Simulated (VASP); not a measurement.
Crystal: K3Br.

```xyz
4
Lattice="5.8267 0.0000 0.0000 0.0000 5.8267 0.0000 0.0000 0.0000 5.8267" Properties=species:S:1:pos:R:3 pbc="T T T"
K     0.0000    2.9133    2.9133
K     2.9133    0.0000    2.9133
K     2.9133    2.9133    0.0000
Br    0.0000    0.0000    0.0000
```

- Program: VASP 6.6.1
- Task: relaxation of cell and atoms
- Functional: PBE
- Potentials or basis: VASP PAW PBE potentials, release 64 (K_sv, Br)
- Cutoff: 600 eV
- k mesh: 8 × 8 × 8
- Occupations: gaussian, width 0.1 eV
- Spin: no spin polarisation

At the start: pressure 0.3 GPa; volume 49.45 Å³/atom.

Q: Where does the relaxation end?

A: Over 4 steps the energy falls by 2.5 meV/atom and the volume is 52.05 Å³/atom (+5.3 %); space group Pm-3m (No. 221, to 0.1 Å) before and after.

Step by step:
```csv
step,energy change (eV),largest force (eV/Å),pressure (GPa),volume (Å³)
1,0.0000,0.0000,0.32,197.82
2,-0.0049,0.0000,0.22,200.68
3,-0.0098,0.0000,0.04,206.65
4,-0.0101,0.0000,0.00,208.21
```

Final structure:
```
K Br
1.0
     5.92696    0.00000    0.00000
     0.00000    5.92696    0.00000
     0.00000    0.00000    5.92696
K Br
3 1
Direct
  0.00000 0.50000 0.50000
  0.50000 0.00000 0.50000
  0.50000 0.50000 0.00000
  0.00000 0.00000 0.00000
```
